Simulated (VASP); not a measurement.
**Hf: single point with PBE**

The system is Hf.

```
CELL_PARAMETERS angstrom
-1.77394 1.77394 1.77394
1.77394 -1.77394 1.77394
1.77394 1.77394 -1.77394
ATOMIC_POSITIONS crystal
Hf 0.00000 0.00000 0.00000
```

| Quantity | Value |
| --- | --- |
| Program | VASP 6.6.1 |
| Task | single point |
| Functional | PBE |
| Potentials or basis | VASP PAW PBE potentials, release 64 (Hf_pv) |
| Cutoff | 520 eV |
| k mesh | 20 × 20 × 20 |
| Occupations | fermi-dirac, width 0.1 eV |
| Spin | no spin polarisation |

```
Pressure               : -0.2 GPa
Band gap on the k mesh : zero (band 5 reaches 6.12 eV, above the bottom of band 6 at 3.84 eV)
```

Levels at points of the mesh, in eV from the Fermi level:
```tsv
k point	band 3	band 4	band 5	band 6	band 7	band 8
(0.00, 0.00, 0.00)	-29.82	-7.04	1.54	1.54	1.54	4.32
(0.50, 0.00, 0.00)	-29.82	-3.37	-0.49	1.08	4.15	5.16
(0.50, 0.50, 0.50)	-30.40	-2.57	-2.57	6.80	6.80	6.80
```

Wall time 24 s on 1 thread of AMD EPYC 9R45 96-Core Processor (Zen 5), with other jobs on the host, peak memory 0.16 GiB.

Caveat: spin-orbit coupling is left out, which moves the levels of the heavy elements.
